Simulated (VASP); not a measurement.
A run of VASP 6.6.1:

Contents of INCAR:

```
PREC = Accurate
ENCUT = 520
EDIFF = 1E-6
ISMEAR = -1
SIGMA = 0.05
LREAL = False
LASPH = True
NELM = 100
ALGO = Normal
ISIF = 2
LWAVE = False
LCHARG = True
LELF = True
LVHAR = True
NBANDS = 9
```

The input KPOINTS:

```
Automatic mesh
0
Gamma
  9 9 9
```

Contents of POSCAR:

```
Te
1.0
    2.3059043427      1.3313144930      1.6909537039
   -2.3059043427      1.3313144930      1.6909537039
    0.0000000000     -2.6626289860      1.6909537039
Te
1
Direct
    0.5000000000      0.5000000000      0.5000000000
```

Potentials or basis: VASP PAW LDA potentials, release 64 (Te).

Run with:

```console
$ cat potpaw_LDA.64/Te/POTCAR > POTCAR
$ mpirun -np 1 vasp_std > vasp.out
```

Hardware: 1 thread of Intel(R) Xeon(R) Platinum 8488C (Sapphire Rapids), on a shared host.

How long does it take, and how much memory?

Run time: 5.4 s on 1 thread of Intel(R) Xeon(R) Platinum 8488C (Sapphire Rapids), with other jobs on the host, peak memory 0.14 GiB. Counts: scf iterations 9, k points 85.
